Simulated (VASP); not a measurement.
# AlCuC4N4 (P-43m) in VASP: further runs, part 2 of 2

VASP 6.6.1.

### Step 3. Relaxation of cell and atoms, PBE

Contents of INCAR:

```
SYSTEM = AlCuC4N4
  PREC = Accurate
  ENCUT = 600
  EDIFF = 1E-6
  ISMEAR = 0
  SIGMA = 0.02
  LREAL = .False.
  LASPH = .True.
  NELM = 100
  ALGO = Normal
  ISIF = 3
  LWAVE = .False.
  LCHARG = .False.
  GGA = PE
  IBRION = 2
  NSW = 100
  EDIFFG = -0.01
```

Contents of KPOINTS:

```
Automatic mesh
0
Gamma
  4 4 4
  0 0 0
```

Contents of POSCAR:

```
AlCuC4N4
1.0
    5.7055422207      0.0000000000      0.0000000000
    0.0000000000      5.7055422207      0.0000000000
    0.0000000000      0.0000000000      5.7055422207
Al Cu C N
1 1 4 4
Direct
    0.5000000000      0.5000000000      0.5000000000
    0.0000000000      0.0000000000      0.0000000000
    0.1944868891      0.1944868891      0.1944868891
    0.1944868891      0.8055131109      0.8055131109
    0.8055131109      0.1944868891      0.8055131109
    0.8055131109      0.8055131109      0.1944868891
    0.3133541504      0.3133541504      0.3133541504
    0.3133541504      0.6866458496      0.6866458496
    0.6866458496      0.3133541504      0.6866458496
    0.6866458496      0.6866458496      0.3133541504
```

Potentials or basis: VASP PAW PBE potentials, release 64 (Al, Cu, C, N).

The run is started by

```
> cat potpaw_PBE.64/Al/POTCAR potpaw_PBE.64/Cu/POTCAR potpaw_PBE.64/C/POTCAR potpaw_PBE.64/N/POTCAR > POTCAR
> mpirun -np 1 vasp_std > vasp.out
```

OUTCAR:

```text
SYSTEM = AlCuC4N4
   PREC = Accurate
   ENCUT = 600
   EDIFF = 1E-6
   ISMEAR = 0
   LREAL = .False.
   LASPH = .True.
   NELM = 100
   ISIF = 3
   GGA = PE
   IBRION = 2
   NSW = 100
   EDIFFG = -0.01

 ion  position               nearest neighbor table
   1  0.500  0.500  0.500-   7 1.84   8 1.84   9 1.84  10 1.84
   2  0.000  0.000  0.000-   3 1.92   4 1.92   5 1.92   6 1.92
   3  0.194  0.194  0.194-   7 1.17   2 1.92
   4  0.194  0.806  0.806-   8 1.17   2 1.92
   5  0.806  0.194  0.806-   9 1.17   2 1.92
   6  0.806  0.806  0.194-  10 1.17   2 1.92
   7  0.313  0.313  0.313-   3 1.17   1 1.84
   8  0.313  0.687  0.687-   4 1.17   1 1.84
   9  0.687  0.313  0.687-   5 1.17   1 1.84
  10  0.687  0.687  0.313-   6 1.17   1 1.84

  LATTYP: Found a simple cubic cell.
 ALAT       =     5.7055422207

  Lattice vectors:

 A1 = (   5.7055422207,   0.0000000000,   0.0000000000)
 A2 = (   0.0000000000,   5.7055422207,   0.0000000000)
 A3 = (   0.0000000000,   0.0000000000,   5.7055422207)

Analysis of symmetry for initial positions (statically):
=====================================================================
 Subroutine PRICEL returns:
 Original cell was already a primitive cell.

 Routine SETGRP: Setting up the symmetry group for a
 simple cubic supercell.

 Subroutine GETGRP returns: Found 24 space group operations
 (whereof 24 operations were pure point group operations)
 out of a pool of 48 trial point group operations.

The static configuration has the point symmetry T_d .

Analysis of symmetry for dynamics (positions and initial velocities):
=====================================================================
 Subroutine PRICEL returns:
 Original cell was already a primitive cell.

 Routine SETGRP: Setting up the symmetry group for a
 simple cubic supercell.

 Subroutine GETGRP returns: Found 24 space group operations
 (whereof 24 operations were pure point group operations)
 out of a pool of 48 trial point group operations.
[... 110 lines left out ...]
   POTIM  = 0.5000    time-step for ionic-motion
   TEBEG  =    0.0;   TEEND  =   0.0 temperature during run
   PSTRESS=    0.0 pullay stress
   NELECT =      50.0000    total number of electrons
   NUPDOWN=      -1.0000    fix difference up-down
   EMIN   =  10.00;   EMAX   =-10.00  energy-range for DOS
   EFERMI =   0.00;   METHOD = LEGACY
   ISMEAR =     0;   SIGMA  =   0.02  broadening in eV -4-tet -1-fermi 0-gaus
   EFERMI_NEDOS =   21; number of points for ismear=-14 and -15
   IALGO  =     38    algorithm
   IMIX   =      4    mixing-type and parameters
     AMIX     =   0.40;   BMIX     =  1.00
     AMIX_MAG =   1.60;   BMIX_MAG =  1.00
  volume/ion in A,a.u.               =      18.57       125.34
  Fermi-wavevector in a.u.,A,eV,Ry     =   1.057064  1.997561 15.202934  1.117384
  Thomas-Fermi vector in A             =   2.192323
   LORBIT       =      0    0 simple, 1 ext, 2 COOP (PROOUT), +10 PAW based schemes
   GGA     = PE    functional components
   LHFCALC =     F    Hartree Fock is set to
   AEXX    =    0.0000 exact exchange contribution
   IVDW    =     0    specifies the selected vdW correction
   LEPSILON=     F    determine dielectric tensor
   LRPA    =     F    only Hartree local field effects (RPA)
 conjugate gradient relaxation of ions
 non-spin polarized calculation
 Gauss-broadening in eV      SIGMA  =   0.02
  energy-cutoff  :      600.00
  volume of cell :      185.73
 maximum number of plane-waves:      6217
 NGX is ok and might be reduce to    48
   NGX = 23   NGY = 23   NGZ = 23

--------------------------------------- Ionic step        1  -------------------------------------------

 number of electron      49.9999985 magnetization

 Free energy of the ion-electron system (eV)
  ---------------------------------------------------
  ext. energy  EPLUGINS =         0.00000000
  ---------------------------------------------------
  free energy    TOTEN  =       -77.30304785 eV

  energy without entropy =      -77.30304785  energy(sigma->0) =      -77.30304785

------------------------ aborting loop because EDIFF is reached ----------------------------------------

  FORCE on cell =-STRESS in cart. coord.  units (eV):
  Direction    XX          YY          ZZ          XY          YZ          ZX
  --------------------------------------------------------------------------------------
  -------------------------------------------------------------------------------------
  Total        0.3473934      0.3473934      0.3473934     -0.0000000      0.0000000      0.0000000
  in kB        2.9966873      2.9966873      2.9966873     -0.0000000      0.0000000      0.0000000
  external PRESSURE =       2.9966873 kB  Pullay stress =       0.0000000 kB
[... 207 lines left out ...]
--------------------------------------- Ionic step        6  -------------------------------------------

 number of electron      49.9999987 magnetization

 Free energy of the ion-electron system (eV)
  ---------------------------------------------------
  ext. energy  EPLUGINS =         0.00000000
  ---------------------------------------------------
  free energy    TOTEN  =       -77.30495955 eV

  energy without entropy =      -77.30495955  energy(sigma->0) =      -77.30495955

 E-fermi :  -0.9713     XC(G=0):  -7.4052

 val. band max:       -1.1081188272   @ k =   0.5000   0.5000   0.0000
 cond. band min:       2.8614809199   @ k =   0.0000   0.0000   0.0000
 fundamental gap:      3.9695997471
 Fermi energy:        -0.9713469211

 k-point     1 :       0.0000    0.0000    0.0000
  band No.  band energies     occupation
      1     -18.3953      2.00000
      2     -18.1433      2.00000
      3     -18.1433      2.00000
      4     -18.1433      2.00000
      5     -10.1917      2.00000
      6      -8.1270      2.00000
[... 366 lines left out ...]
  FREE ENERGIE OF THE ION-ELECTRON SYSTEM (eV)
  ---------------------------------------------------
  free  energy   TOTEN  =       -77.3049595528 eV

  energy  without entropy=      -77.3049595528  energy(sigma->0) =      -77.30495955

 reached required accuracy - stopping structural energy minimisation
```

OSZICAR:

```text
N       E                     dE             d eps       ncg     rms          rms(c)
DAV:   1     0.480903625780E+03    0.48090E+03   -0.23527E+04   620   0.168E+03
DAV:   2    -0.925668960310E+00   -0.48183E+03   -0.45101E+03   744   0.388E+02
DAV:   3    -0.851580314083E+02   -0.84232E+02   -0.82881E+02   825   0.171E+02
[... 52 lines left out ...]
DAV:   1    -0.773049638307E+02   -0.44248E-04   -0.78867E-03   718   0.688E-01    0.366E-02
DAV:   2    -0.773049755274E+02   -0.11697E-04   -0.30649E-04   920   0.357E-01    0.345E-02
DAV:   3    -0.773049603694E+02    0.15158E-04   -0.95445E-05   864   0.267E-01    0.139E-02
DAV:   4    -0.773049595654E+02    0.80402E-06   -0.12528E-05   978   0.568E-02    0.465E-03
DAV:   5    -0.773049595528E+02    0.12626E-07   -0.79154E-07   429   0.863E-03
   6 F= -.77304960E+02 E0= -.77304960E+02  d E =-.434758E-03
```

CONTCAR:

```text
AlCuC4N4
   1.00000000000000
     5.7049752235141797   -0.0000000000000000    0.0000000000000000
     0.0000000000000000    5.7049752235141797   -0.0000000000000000
     0.0000000000000000    0.0000000000000000    5.7049752235141797
  Al              Cu              C               N
     1     1     4     4
Direct
     0.5000000000000000    0.5000000000000000    0.5000000000000000
     0.0000000000000000    0.0000000000000000    0.0000000000000000
     0.1946117915317575    0.1946117915317575    0.1946117915317575
     0.1946117915317575    0.8053882084682426    0.8053882084682426
     0.8053882084682426    0.1946117915317575    0.8053882084682426
     0.8053882084682426    0.8053882084682426    0.1946117915317575
     0.3137331222767563    0.3137331222767563    0.3137331222767563
     0.3137331222767563    0.6862668777232437    0.6862668777232437
     0.6862668777232437    0.3137331222767563    0.6862668777232437
     0.6862668777232437    0.6862668777232437    0.3137331222767563

  0.00000000E+00  0.00000000E+00  0.00000000E+00
  0.00000000E+00  0.00000000E+00  0.00000000E+00
  0.00000000E+00  0.00000000E+00  0.00000000E+00
  0.00000000E+00  0.00000000E+00  0.00000000E+00
  0.00000000E+00  0.00000000E+00  0.00000000E+00
  0.00000000E+00  0.00000000E+00  0.00000000E+00
  0.00000000E+00  0.00000000E+00  0.00000000E+00
  0.00000000E+00  0.00000000E+00  0.00000000E+00
  0.00000000E+00  0.00000000E+00  0.00000000E+00
  0.00000000E+00  0.00000000E+00  0.00000000E+00
```

Run time: 3 min. Hardware: 1 thread of Intel Xeon 6975P-C (Granite Rapids), shared host; peak memory 0.37 GiB.

Results:

| Property | Result |
| --- | --- |
| Free energy | -77.3050 eV |
| Relaxed volume | 18.57 Å³/atom |
| Relaxed cell | a = 5.705 Å, b = 5.705 Å, c = 5.705 Å, α = 90.00°, β = 90.00°, γ = 90.00° |
| Space group after relaxing (to 0.1 Å) | P-43m (No. 215) |
| Energy gained by relaxing | 0.2 meV/atom |
| Ionic steps | 6 |
| Pressure after relaxing | 0.0 GPa |
| Largest force after relaxing | 0.010 eV/Å |
| Band gap on the k mesh | 3.97 eV (least direct gap 4.07 eV) |

Forces in eV/Å, atoms in the order of the input:
```
Al   0.000  0.000  0.000
Cu   0.000  0.000  0.000
C    0.006  0.006  0.006
C    0.006 -0.006 -0.006
C   -0.006  0.006 -0.006
C   -0.006 -0.006  0.006
N   -0.001 -0.001 -0.001
N   -0.001  0.001  0.001
N    0.001 -0.001  0.001
N    0.001  0.001 -0.001
```

Step by step:
| step | energy change (eV) | largest force (eV/Å) | pressure (GPa) | volume (Å³) |
| --- | --- | --- | --- | --- |
| 1 | 0.0000 | 0.3384 | 0.30 | 185.73 |
| 2 | 0.1558 | 2.8853 | -3.15 | 186.67 |
| 3 | -0.0015 | 0.0514 | -0.06 | 185.81 |
| 4 | -0.0015 | 0.0468 | -0.05 | 185.81 |
| 5 | -0.0019 | 0.0201 | 0.03 | 185.71 |
| 6 | -0.0019 | 0.0098 | 0.05 | 185.68 |

Final structure:
```
Al Cu C N
1.0
     5.70498    0.00000    0.00000
     0.00000    5.70498    0.00000
     0.00000    0.00000    5.70498
Al Cu C N
1 1 4 4
Direct
  0.50000 0.50000 0.50000
  0.00000 0.00000 0.00000
  0.19461 0.19461 0.19461
  0.19461 0.80539 0.80539
  0.80539 0.19461 0.80539
  0.80539 0.80539 0.19461
  0.31373 0.31373 0.31373
  0.31373 0.68627 0.68627
  0.68627 0.31373 0.68627
  0.68627 0.68627 0.31373
```

A k mesh can miss the band edges.

### Step 4. Single point, PBE, collinear spin

Contents of INCAR:

```
  ALGO = Normal
  EDIFF = 1E-6
  ENCUT = 520
  GGA = PE
  ISIF = 2
  ISMEAR = 0
  ISPIN = 2
  LASPH = T
  LCHARG = F
  LMAXMIX = 4
  LORBIT = 11
  LREAL = F
  LWAVE = F
  MAGMOM = 0 1 0 0 0 0 0 0 0 0
  NBANDS = 40
  NELM = 150
  PREC = Accurate
  SIGMA = 0.1
```

Contents of KPOINTS:

```
k-points
0
Gamma
  4 4 4
```

POSCAR is that of step 3.

The run is started by

```
> cat potpaw_PBE.64/Al/POTCAR potpaw_PBE.64/Cu/POTCAR potpaw_PBE.64/C/POTCAR potpaw_PBE.64/N/POTCAR > POTCAR
> mpirun -np 1 vasp_std > vasp.out
```

It took 1.9 min on 1 thread of Intel Xeon 6975P-C (Granite Rapids), shared host; peak memory 0.39 GiB.

Results (log left out):

```
Free energy                                           : -77.2911 eV
Pressure                                              : 0.4 GPa
Largest force                                         : 0.359 eV/Å
Band gap on the k mesh                                : 3.98 eV (least direct gap 4.08 eV)
Net moment                                            : 0.00 μB per cell
Valence electrons inside the program's atomic spheres : Al 0.76; Cu 10.22; C 2.53; N 3.98
```

Forces on the atoms (eV/Å):
```
Al   0.000  0.000  0.000
Cu   0.000  0.000  0.000
C   -0.149 -0.149 -0.149
C   -0.149  0.149  0.149
C    0.149 -0.149  0.149
C    0.149  0.149 -0.149
N    0.208  0.208  0.208
N    0.208 -0.208 -0.208
N   -0.208  0.208 -0.208
N   -0.208 -0.208  0.208
```

Levels at points of the mesh, in eV from the valence-band top:
Spin up:
| k point | band 23 | band 24 | band 25 | band 26 | band 27 | band 28 |
| --- | --- | --- | --- | --- | --- | --- |
| (0.00, 0.00, 0.00) | -0.27 | -0.27 | -0.27 | 3.98 | 3.98 | 3.98 |
| (0.50, 0.00, 0.00) | -0.19 | -0.03 | -0.03 | 4.10 | 4.10 | 4.31 |
| (0.50, 0.50, 0.00) | -0.16 | 0.00 | 0.00 | 4.18 | 4.42 | 4.53 |
| (0.50, 0.50, 0.50) | -0.19 | -0.19 | -0.19 | 4.42 | 4.42 | 4.42 |
Spin down:
```
           k point  band 23  band 24  band 25  band 26  band 27  band 28
(0.00, 0.00, 0.00)    -0.27    -0.27    -0.27     3.98     3.98     3.98
(0.50, 0.00, 0.00)    -0.19    -0.03    -0.03     4.10     4.10     4.31
(0.50, 0.50, 0.00)    -0.16     0.00     0.00     4.18     4.42     4.53
(0.50, 0.50, 0.50)    -0.19    -0.19    -0.19     4.42     4.42     4.42
```

### Step 5. Single point, PBE, collinear spin

This run uses another cell than the first one, of 19.82 Å³/atom.

Contents of INCAR:

```
PREC = Accurate ; ENCUT = 520
EDIFF = 1E-6 ; ISMEAR = 0
SIGMA = 0.1 ; LREAL = False
LASPH = True ; NELM = 150
ALGO = Normal ; ISIF = 2
LWAVE = False ; LCHARG = False
ISPIN = 2 ; MAGMOM = 0 1 0 0 0 0 0 0 0 0
LORBIT = 11 ; LMAXMIX = 4
GGA = PE ; NBANDS = 40
```

Contents of KPOINTS:

```
regular mesh
0
Gamma
  4 4 4
```

Contents of POSCAR:

```
AlCuC4N4
1.0
    5.8306603700      0.0000000000      0.0000000000
    0.0000000000      5.8306603700      0.0000000000
    0.0000000000      0.0000000000      5.8306603700
Al Cu C N
1 1 4 4
Direct
    0.5000000000      0.5000000000      0.5000000000
    0.0000000000      0.0000000000      0.0000000000
    0.1898207700      0.1898207700      0.1898207700
    0.1898207700      0.8101792300      0.8101792300
    0.8101792300      0.1898207700      0.8101792300
    0.8101792300      0.8101792300      0.1898207700
    0.3056738300      0.3056738300      0.3056738300
    0.3056738300      0.6943261700      0.6943261700
    0.6943261700      0.3056738300      0.6943261700
    0.6943261700      0.6943261700      0.3056738300
```

The run is started by

```
> cat potpaw_PBE.64/Al/POTCAR potpaw_PBE.64/Cu/POTCAR potpaw_PBE.64/C/POTCAR potpaw_PBE.64/N/POTCAR > POTCAR
> mpirun -np 1 vasp_std > vasp.out
```

Wall time 2.4 min (1 thread of Intel Xeon 6975P-C (Granite Rapids), shared host); peak memory 0.47 GiB.

Results (log left out):

```yaml
Free_energy: -76.7963 eV
Pressure: -2.7 GPa
Largest_force: 2.645 eV/Å
Band_gap_on_the_k_mesh: 3.98 eV (least direct gap 4.06 eV)
Net_moment: 0.00 μB per cell
Valence_electrons_inside_the_program's_atomic_spheres: Al 0.63; Cu 10.24; C 2.54; N 3.95
```

Forces in eV/Å, atoms in the order of the input:
```
Al   0.000  0.000  0.000
Cu   0.000  0.000  0.000
C   -0.403 -0.403 -0.403
C   -0.403  0.403  0.403
C    0.403 -0.403  0.403
C    0.403  0.403 -0.403
N    1.527  1.527  1.527
N    1.527 -1.527 -1.527
N   -1.527  1.527 -1.527
N   -1.527 -1.527  1.527
```

Levels at points of the mesh, in eV from the valence-band top:
Spin up:
| k point | band 22 | band 23 | band 24 | band 25 | band 26 | band 27 | band 28 | band 29 |
| --- | --- | --- | --- | --- | --- | --- | --- | --- |
| (0.00, 0.00, 0.00) | -1.27 | -0.24 | -0.24 | -0.24 | 3.98 | 3.98 | 3.98 | 4.68 |
| (0.50, 0.00, 0.00) | -1.17 | -0.17 | -0.02 | -0.02 | 4.07 | 4.07 | 4.28 | 4.43 |
| (0.50, 0.50, 0.00) | -1.17 | -0.16 | 0.00 | 0.00 | 4.20 | 4.45 | 4.51 | 4.51 |
| (0.50, 0.50, 0.50) | -1.25 | -0.16 | -0.16 | -0.16 | 4.45 | 4.45 | 4.45 | 4.76 |
Spin down:
| k point | band 21 | band 22 | band 23 | band 24 | band 25 | band 26 | band 27 | band 28 | band 29 | band 30 |
| --- | --- | --- | --- | --- | --- | --- | --- | --- | --- | --- |
| (0.00, 0.00, 0.00) | -1.27 | -1.27 | -0.24 | -0.24 | -0.24 | 3.98 | 3.98 | 3.98 | 4.68 | 4.68 |
| (0.50, 0.00, 0.00) | -1.28 | -1.17 | -0.17 | -0.02 | -0.02 | 4.07 | 4.07 | 4.28 | 4.43 | 5.33 |
| (0.50, 0.50, 0.00) | -1.27 | -1.17 | -0.16 | 0.00 | 0.00 | 4.20 | 4.45 | 4.51 | 4.51 | 5.19 |
| (0.50, 0.50, 0.50) | -1.25 | -1.25 | -0.16 | -0.16 | -0.16 | 4.45 | 4.45 | 4.45 | 4.76 | 4.76 |

Caveat: forces of over 1 eV/Å act on the atoms, so gaps and moduli don't describe the material at rest. A k mesh can miss the band edges.

### Step 6. The runs side by side

```tsv
task	spin	cell	cutoff (eV)	smearing	gap on the mesh (eV)	pressure (GPa)	moment (μB)	largest force (eV/Å)
single point	off	a = 5.704 Å, 10 atoms, atomic positions A	520	gaussian 0.02 eV	3.98	0.4	-	0.38
relaxation of cell and atoms	off	relaxed from a = 5.706 Å, 10 atoms, atomic positions A	600	gaussian 0.02 eV	3.97	0.0	-	0.01
single point	collinear	a = 5.706 Å, 10 atoms, atomic positions A	520	gaussian 0.1 eV	3.98	0.4	0.00	0.36
single point	collinear	a = 5.831 Å, 10 atoms, atomic positions B	520	gaussian 0.1 eV	3.98	-2.7	0.00	2.65
```

Alike in all rows: level PBE; potentials or basis VASP PAW PBE potentials, release 64 (Al, Cu, C, N); k mesh 4 × 4 × 4.

Caveats: forces of over 1 eV/Å act on the atoms, so gaps and moduli don't describe the material at rest (at least some runs).

Total energies depend on the potentials used, so only differences within one code and one set of settings carry meaning.
